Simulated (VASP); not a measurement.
Input of a VASP 6.6.1 run:

Contents of INCAR:

```
SYSTEM = Al3Si2N3
  PREC = Accurate
  ENCUT = 600
  EDIFF = 1E-6
  ISMEAR = 0
  SIGMA = 0.2
  LREAL = .FALSE.
  LASPH = .TRUE.
  NELM = 60
  ALGO = Normal
  ISIF = 3
  LWAVE = .FALSE.
  LCHARG = .FALSE.
  GGA = PE
  IBRION = 2
  NSW = 36
  EDIFFG = -0.08
```

The input KPOINTS:

```
regular mesh
0
G
  6 6 2
  0 0 0
```

The input POSCAR:

```
Al3Si2N3
1.0
    3.3000000000      0.0000000000      0.0000000000
   -1.6500000000      2.8578838300      0.0000000000
    0.0000000000      0.0000000000     10.9400000000
Al Si N
3 2 3
Direct
    0.3333333300      0.6666666700      0.5000000000
    0.3333333300      0.6666666700      0.0000000000
    0.6666666700      0.3333333300      0.7500000000
    0.3333333300      0.6666666700      0.1875000000
    0.6666666700      0.3333333300      0.2500000000
    0.6666666700      0.3333333300      0.4375000000
    0.6666666700      0.3333333300      0.9375000000
    0.3333333300      0.6666666700      0.6875000000
```

Potentials or basis: VASP PAW PBE potentials, release 64 (Al, Si, N).

Run with:

```bash
$ cat potpaw_PBE.64/Al/POTCAR potpaw_PBE.64/Si/POTCAR potpaw_PBE.64/N/POTCAR > POTCAR
$ mpirun -np 1 vasp_std > vasp.out
```

Task: Predict the relaxed cell.

Result: a = 3.221 Å, b = 3.221 Å, c = 11.182 Å, α = 90.00°, β = 90.00°, γ = 120.00°.

Task: What does it give for the relaxed volume?

Result: 12.56 Å³/atom.

Task: What does it give for the band gap on the k mesh?

Result: Zero (bands 16 and 17 overlap by 2.06 eV).

Task: Predict the space group after relaxing (to 0.1 Å).

Result: P3m1 (No. 156).

Final structure:
```
CELL_PARAMETERS angstrom
3.22093 0.00000 0.00000
-1.61047 2.78941 0.00000
0.00000 0.00000 11.18178
ATOMIC_POSITIONS crystal
Al 0.33333 0.66667 0.51423
Al 0.33333 0.66667 0.96066
Al 0.66667 0.33333 0.73718
Si 0.33333 0.66667 0.18456
Si 0.66667 0.33333 0.29914
N 0.66667 0.33333 0.46371
N 0.66667 0.33333 0.90707
N 0.33333 0.66667 0.68346
```

Caveat: the k points lie up to 0.38 Å⁻¹ apart in the final cell, too coarse for converged energies and pressures of a metal.
